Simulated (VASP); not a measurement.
# SiC (3C silicon carbide) (F-43m) in VASP: notebook

SiC (3C silicon carbide) is run at these levels: LDA; tasks: single point, relaxation of cell and atoms.

Program: VASP 6.6.1. These are calculated values, not measurements. Logs are shortened: lines on timing, memory, paths and dates and some standing lists are left out, and cuts for length are marked.

**1. The cell of the first run**

Symmetry: F-43m, No. 216, cubic system. The conventional cell has a = 4.329 Å, b = 4.329 Å, c = 4.329 Å, α = 90.00°, β = 90.00°, γ = 90.00°. Si (site symmetry -43m) has 4 C at 1.87 Å within 2.5 Å. Within 2.5 Å of C (site symmetry -43m) lie 4 Si at 1.87 Å.

**2. Single point, LDA**

The input, INCAR:

```
PREC = Accurate ; ENCUT = 520
EDIFF = 1E-7 ; ISMEAR = 0
SIGMA = 0.01 ; LREAL = False
LASPH = True ; NELM = 60
ALGO = Normal ; ISIF = 2
LWAVE = False ; LCHARG = False
GGA = CA ; NBANDS = 26
```

The input, KPOINTS:

```
Automatic mesh
0
Gamma
  6 6 6
```

The input, POSCAR:

```
SiC
1.0
    4.3290200292      0.0000000000      0.0000000000
    0.0000000000      4.3290200292      0.0000000000
    0.0000000000      0.0000000000      4.3290200292
Si C
4 4
Direct
    0.0000000000      0.0000000000      0.0000000000
    0.0000000000      0.5000000000      0.5000000000
    0.5000000000      0.0000000000      0.5000000000
    0.5000000000      0.5000000000      0.0000000000
    0.2500000000      0.2500000000      0.2500000000
    0.2500000000      0.7500000000      0.7500000000
    0.7500000000      0.2500000000      0.7500000000
    0.7500000000      0.7500000000      0.2500000000
```

Potentials or basis: VASP PAW LDA potentials, release 64 (Si, C).

On the command line:

```bash
> cat potpaw_LDA.64/Si/POTCAR potpaw_LDA.64/C/POTCAR > POTCAR
> mpirun -np 1 vasp_std > vasp.out
```

OUTCAR:

```text
PREC = Accurate
   ENCUT = 520
   EDIFF = 1E-7
   ISMEAR = 0
   LREAL = False
   LASPH = True
   NELM = 60
   ISIF = 2
   GGA = CA

 ion  position               nearest neighbor table
   1  0.000  0.000  0.000-   5 1.87   6 1.87   7 1.87   8 1.87   3 3.06   4 3.06   2 3.06   2 3.06
                             3 3.06   2 3.06   4 3.06   2 3.06   3 3.06   4 3.06   3 3.06   4 3.06
   2  0.000  0.500  0.500-   5 1.87   6 1.87   7 1.87   8 1.87   3 3.06   4 3.06   1 3.06   1 3.06
                             4 3.06   1 3.06   3 3.06   1 3.06   3 3.06   4 3.06   4 3.06   3 3.06
   3  0.500  0.000  0.500-   5 1.87   6 1.87   7 1.87   8 1.87   2 3.06   4 3.06   1 3.06   1 3.06
                             4 3.06   2 3.06   4 3.06   4 3.06   1 3.06   2 3.06   1 3.06   2 3.06
   4  0.500  0.500  0.000-   5 1.87   6 1.87   7 1.87   8 1.87   2 3.06   3 3.06   1 3.06   2 3.06
                             3 3.06   1 3.06   3 3.06   3 3.06   1 3.06   2 3.06   2 3.06   1 3.06
   5  0.250  0.250  0.250-   1 1.87   2 1.87   3 1.87   4 1.87
   6  0.250  0.750  0.750-   1 1.87   2 1.87   3 1.87   4 1.87
   7  0.750  0.250  0.750-   1 1.87   2 1.87   3 1.87   4 1.87
   8  0.750  0.750  0.250-   1 1.87   2 1.87   3 1.87   4 1.87

  LATTYP: Found a simple cubic cell.
 ALAT       =     4.3290200292

  Lattice vectors:

 A1 = (   4.3290200292,   0.0000000000,   0.0000000000)
 A2 = (   0.0000000000,   4.3290200292,   0.0000000000)
 A3 = (   0.0000000000,   0.0000000000,   4.3290200292)

Analysis of symmetry for initial positions (statically):
=====================================================================
 Subroutine PRICEL returns following result:

  LATTYP: Found a face centered cubic cell.
 ALAT       =     4.3290200292

  Lattice vectors:

 A1 = (   2.1645100146,  -2.1645100146,   0.0000000000)
 A2 = (   2.1645100146,   0.0000000000,   2.1645100146)
 A3 = (   0.0000000000,  -2.1645100146,   2.1645100146)

   4 primitive cells build up your supercell.

 Routine SETGRP: Setting up the symmetry group for a
 simple cubic supercell.

 Subroutine GETGRP returns: Found 24 space group operations
 (whereof 24 operations were pure point group operations)
 out of a pool of 48 trial point group operations.

The static configuration has the point symmetry T_d .

Analysis of symmetry for dynamics (positions and initial velocities):
=====================================================================
 Subroutine PRICEL returns following result:

  LATTYP: Found a face centered cubic cell.
[... 117 lines left out ...]
   NFREE  =      0    steps in history (QN), initial steepest desc. (CG)
   ISIF   =      2    stress and relaxation
   ISYM   =      2    0-nonsym 1-usesym 2-fastsym
   POTIM  = 0.5000    time-step for ionic-motion
   TEBEG  =    0.0;   TEEND  =   0.0 temperature during run
   PSTRESS=    0.0 pullay stress
   NELECT =      32.0000    total number of electrons
   NUPDOWN=      -1.0000    fix difference up-down
   EMIN   =  10.00;   EMAX   =-10.00  energy-range for DOS
   EFERMI =   0.00;   METHOD = LEGACY
   ISMEAR =     0;   SIGMA  =   0.01  broadening in eV -4-tet -1-fermi 0-gaus
   EFERMI_NEDOS =   21; number of points for ismear=-14 and -15
   IALGO  =     38    algorithm
   IMIX   =      4    mixing-type and parameters
     AMIX     =   0.40;   BMIX     =  1.00
     AMIX_MAG =   1.60;   BMIX_MAG =  1.00
  volume/ion in A,a.u.               =      10.14        68.43
  Fermi-wavevector in a.u.,A,eV,Ry     =   1.200610  2.268824 19.612308  1.441464
  Thomas-Fermi vector in A             =   2.336441
   LORBIT       =      0    0 simple, 1 ext, 2 COOP (PROOUT), +10 PAW based schemes
   GGA     = CA    functional components
   LHFCALC =     F    Hartree Fock is set to
   AEXX    =    0.0000 exact exchange contribution
   IVDW    =     0    specifies the selected vdW correction
   LEPSILON=     F    determine dielectric tensor
   LRPA    =     F    only Hartree local field effects (RPA)
 non-spin polarized calculation
 Gauss-broadening in eV      SIGMA  =   0.01
  energy-cutoff  :      520.00
  volume of cell :       81.13
 maximum number of plane-waves:      2272
   NGX = 17   NGY = 17   NGZ = 17

 number of electron      32.0000009 magnetization

 Free energy of the ion-electron system (eV)
  ---------------------------------------------------
  ext. energy  EPLUGINS =         0.00000000
  ---------------------------------------------------
  free energy    TOTEN  =       -66.57059644 eV

  energy without entropy =      -66.57059644  energy(sigma->0) =      -66.57059644

 E-fermi :   8.4057     XC(G=0): -11.6419

 val. band max:        8.2908911159   @ k =   0.0000   0.0000   0.0000
 cond. band min:       9.5784237243   @ k =   0.0000   0.0000   0.0000
 fundamental gap:      1.2875326084
 Fermi energy:         8.4057333328

 k-point     1 :       0.0000    0.0000    0.0000
  band No.  band energies     occupation
      1      -7.1820      2.00000
      2      -1.9851      2.00000
      3      -1.9851      2.00000
      4      -1.9851      2.00000
      5       0.4152      2.00000
      6       0.4152      2.00000
[... 569 lines left out ...]
     25      15.5011      0.00000
     26      15.5011      0.00000

------------------------ aborting loop because EDIFF is reached ----------------------------------------

  FORCE on cell =-STRESS in cart. coord.  units (eV):
  Direction    XX          YY          ZZ          XY          YZ          ZX
  --------------------------------------------------------------------------------------
  -------------------------------------------------------------------------------------
  Total        0.2017953      0.2017953      0.2017953     -0.0000000     -0.0000000      0.0000000
  in kB        3.9852256      3.9852256      3.9852256     -0.0000000     -0.0000000      0.0000000
  external PRESSURE =       3.9852256 kB  Pullay stress =       0.0000000 kB

 VOLUME and BASIS-vectors are now :
 -----------------------------------------------------------------------------
  energy-cutoff  :      520.00
  volume of cell :       81.13
      direct lattice vectors                 reciprocal lattice vectors
     4.329020029  0.000000000  0.000000000     0.230999162  0.000000000  0.000000000
     0.000000000  4.329020029  0.000000000     0.000000000  0.230999162  0.000000000
     0.000000000  0.000000000  4.329020029     0.000000000  0.000000000  0.230999162

 POSITION                                       TOTAL-FORCE (eV/Angst)
 -----------------------------------------------------------------------------------
      0.00000      0.00000      0.00000        -0.000000      0.000000     -0.000000
      0.00000      2.16451      2.16451        -0.000000     -0.000000     -0.000000
      2.16451      0.00000      2.16451        -0.000000     -0.000000     -0.000000
      2.16451      2.16451      0.00000        -0.000000      0.000000     -0.000000
      1.08226      1.08226      1.08226         0.000000      0.000000      0.000000
      1.08226      3.24677      3.24677         0.000000      0.000000      0.000000
      3.24677      1.08226      3.24677        -0.000000     -0.000000      0.000000
      3.24677      3.24677      1.08226         0.000000     -0.000000      0.000000
 -----------------------------------------------------------------------------------
    total drift:                                0.000000      0.000000      0.000000

  FREE ENERGIE OF THE ION-ELECTRON SYSTEM (eV)
  ---------------------------------------------------
  free  energy   TOTEN  =       -66.5705964358 eV

  energy  without entropy=      -66.5705964358  energy(sigma->0) =      -66.57059644
```

Wall time 22 s (1 thread of Intel Xeon Platinum 8259CL at 2.50GHz (Skylake/Cascade Lake), shared host); peak memory 0.16 GiB.

Results:

```yaml
Free_energy: -66.5706 eV
Pressure: 0.4 GPa
Band_gap_on_the_k_mesh: 1.29 eV
```

Levels at points of the mesh, in eV from the valence-band top:
```csv
k point,band 13,band 14,band 15,band 16,band 17,band 18,band 19,band 20
"(0.00, 0.00, 0.00)",-3.23,0.00,0.00,0.00,1.29,1.29,1.29,4.26
"(0.50, 0.00, 0.00)",-1.96,-1.96,-1.96,-1.96,4.03,4.03,5.16,5.16
"(0.50, 0.50, 0.00)",-1.19,-1.19,-1.19,-1.19,5.50,5.50,5.50,5.50
"(0.50, 0.50, 0.50)",-1.06,-1.06,-1.06,-1.06,5.57,5.57,5.57,5.57
```

**3. Relaxation of cell and atoms, LDA**

This run uses another cell than the first one, of 10.36 Å³/atom, 1.022 times its volume.

The input, INCAR:

```
SYSTEM = SiC
ALGO = Normal
EDIFF = 1E-7
EDIFFG = -0.002
ENCUT = 600
GGA = CA
IBRION = 2
ISIF = 3
ISMEAR = 0
LASPH = .True.
LCHARG = .False.
LREAL = .False.
LWAVE = .False.
NELM = 80
NSW = 80
PREC = Accurate
SIGMA = 0.01
```

The input, KPOINTS:

```
k-points
0
Gamma
  6 6 6
  0 0 0
```

POSCAR: that of step 2 with these lines changed.

```diff
@@ -2,5 +2,5 @@
 1.0
-    4.3290200292      0.0000000000      0.0000000000
-    0.0000000000      4.3290200292      0.0000000000
-    0.0000000000      0.0000000000      4.3290200292
+    4.3600000000      0.0000000000      0.0000000000
+    0.0000000000      4.3600000000      0.0000000000
+    0.0000000000      0.0000000000      4.3600000000
 Si C
```

Potentials or basis: VASP PAW LDA potentials, release 64 (Si, C).

On the command line:

```bash
> cat potpaw_LDA.64/Si/POTCAR potpaw_LDA.64/C/POTCAR > POTCAR
> mpirun -np 1 vasp_std > vasp.out
```

OUTCAR:

```text
SYSTEM = SiC
   EDIFF = 1E-7
   EDIFFG = -0.002
   ENCUT = 600
   GGA = CA
   IBRION = 2
   ISIF = 3
   ISMEAR = 0
   LASPH = .True.
   LREAL = .False.
   NELM = 80
   NSW = 80
   PREC = Accurate

 ion  position               nearest neighbor table
   1  0.000  0.000  0.000-   5 1.89   6 1.89   7 1.89   8 1.89   3 3.08   4 3.08   2 3.08   2 3.08
                             3 3.08   2 3.08   4 3.08   2 3.08   3 3.08   4 3.08   3 3.08   4 3.08
   2  0.000  0.500  0.500-   5 1.89   6 1.89   7 1.89   8 1.89   3 3.08   4 3.08   1 3.08   1 3.08
                             4 3.08   1 3.08   3 3.08   1 3.08   3 3.08   4 3.08   4 3.08   3 3.08
   3  0.500  0.000  0.500-   5 1.89   6 1.89   7 1.89   8 1.89   2 3.08   4 3.08   1 3.08   1 3.08
                             4 3.08   2 3.08   4 3.08   4 3.08   1 3.08   2 3.08   1 3.08   2 3.08
   4  0.500  0.500  0.000-   5 1.89   6 1.89   7 1.89   8 1.89   2 3.08   3 3.08   1 3.08   2 3.08
                             3 3.08   1 3.08   3 3.08   3 3.08   1 3.08   2 3.08   2 3.08   1 3.08
   5  0.250  0.250  0.250-   1 1.89   2 1.89   3 1.89   4 1.89
   6  0.250  0.750  0.750-   1 1.89   2 1.89   3 1.89   4 1.89
[... 212 lines left out ...]
  in kB      -44.8185916    -44.8185916    -44.8185916     -0.0000000     -0.0000000      0.0000000
  external PRESSURE =     -44.8185916 kB  Pullay stress =       0.0000000 kB
[... 71 lines left out ...]
--------------------------------------- Ionic step        3  -------------------------------------------

 number of electron      31.9999996 magnetization

 Free energy of the ion-electron system (eV)
  ---------------------------------------------------
  ext. energy  EPLUGINS =         0.00000000
  ---------------------------------------------------
  free energy    TOTEN  =       -66.58135722 eV

  energy without entropy =      -66.58135722  energy(sigma->0) =      -66.58135722

 E-fermi :   8.3743     XC(G=0): -11.6372

 val. band max:        8.2772370200   @ k =   0.0000   0.0000   0.0000
 cond. band min:       9.5665293727   @ k =   0.0000   0.0000   0.0000
 fundamental gap:      1.2892923527
 Fermi energy:         8.3743045420

 k-point     1 :       0.0000    0.0000    0.0000
  band No.  band energies     occupation
      1      -7.1867      2.00000
      2      -1.9954      2.00000
      3      -1.9954      2.00000
      4      -1.9954      2.00000
      5       0.4052      2.00000
      6       0.4052      2.00000
[... 504 lines left out ...]
  FREE ENERGIE OF THE ION-ELECTRON SYSTEM (eV)
  ---------------------------------------------------
  free  energy   TOTEN  =       -66.5813572186 eV

  energy  without entropy=      -66.5813572186  energy(sigma->0) =      -66.58135722

 reached required accuracy - stopping structural energy minimisation
```

CONTCAR:

```text
SiC
   1.00000000000000
     4.3305827657771285    0.0000000000000000    0.0000000000000000
    -0.0000000000000000    4.3305827657771285   -0.0000000000000000
     0.0000000000000000   -0.0000000000000000    4.3305827657771285
  Si              C
     4     4
Direct
     0.0000000000000000    0.0000000000000000    0.0000000000000000
     0.0000000000000000    0.5000000000000000    0.5000000000000000
     0.5000000000000000    0.0000000000000000    0.5000000000000000
     0.5000000000000000    0.5000000000000000    0.0000000000000000
     0.2500000000000000    0.2500000000000000    0.2500000000000000
     0.2500000000000000    0.7500000000000000    0.7500000000000000
     0.7500000000000000    0.2500000000000000    0.7500000000000000
     0.7500000000000000    0.7500000000000000    0.2500000000000000

  0.00000000E+00  0.00000000E+00  0.00000000E+00
  0.00000000E+00  0.00000000E+00  0.00000000E+00
  0.00000000E+00  0.00000000E+00  0.00000000E+00
  0.00000000E+00  0.00000000E+00  0.00000000E+00
  0.00000000E+00  0.00000000E+00  0.00000000E+00
  0.00000000E+00  0.00000000E+00  0.00000000E+00
  0.00000000E+00  0.00000000E+00  0.00000000E+00
  0.00000000E+00  0.00000000E+00  0.00000000E+00
```

It took 59 s on 1 thread of Intel Xeon Platinum 8259CL at 2.50GHz (Skylake/Cascade Lake), shared host; peak memory 0.19 GiB.

Results:

```yaml
Free_energy: -66.5814 eV
Relaxed_volume: 10.15 Å³/atom
Relaxed_cell: a = 4.331 Å, b = 4.331 Å, c = 4.331 Å, α = 90.00°, β = 90.00°, γ = 90.00°
Space_group_after_relaxing_to_0.05_Å: F-43m (No. 216)
Energy_gained_by_relaxing: 3.0 meV/atom
Ionic_steps: 3
Pressure_after_relaxing: 0.0 GPa
Band_gap_on_the_k_mesh: 1.29 eV
```

Step by step:
```tsv
step	energy change (eV)	largest force (eV/Å)	pressure (GPa)	volume (Å³)
1	0.0000	0.0000	-4.48	82.88
2	0.0042	0.0000	5.20	79.45
3	-0.0238	0.0000	-0.02	81.22
```

Final structure:
```
CELL_PARAMETERS angstrom
4.33058 0.00000 0.00000
0.00000 4.33058 0.00000
0.00000 0.00000 4.33058
ATOMIC_POSITIONS crystal
Si 0.00000 0.00000 0.00000
Si 0.00000 0.50000 0.50000
Si 0.50000 0.00000 0.50000
Si 0.50000 0.50000 0.00000
C 0.25000 0.25000 0.25000
C 0.25000 0.75000 0.75000
C 0.75000 0.25000 0.75000
C 0.75000 0.75000 0.25000
```

Levels at points of the mesh, in eV from the valence-band top:
```
           k point  band 13  band 14  band 15  band 16  band 17  band 18  band 19  band 20
(0.00, 0.00, 0.00)    -3.23     0.00     0.00     0.00     1.29     1.29     1.29     4.26
(0.50, 0.00, 0.00)    -1.96    -1.96    -1.96    -1.96     4.03     4.03     5.16     5.16
(0.50, 0.50, 0.00)    -1.19    -1.19    -1.19    -1.19     5.50     5.50     5.50     5.50
(0.50, 0.50, 0.50)    -1.06    -1.06    -1.06    -1.06     5.56     5.56     5.56     5.56
```
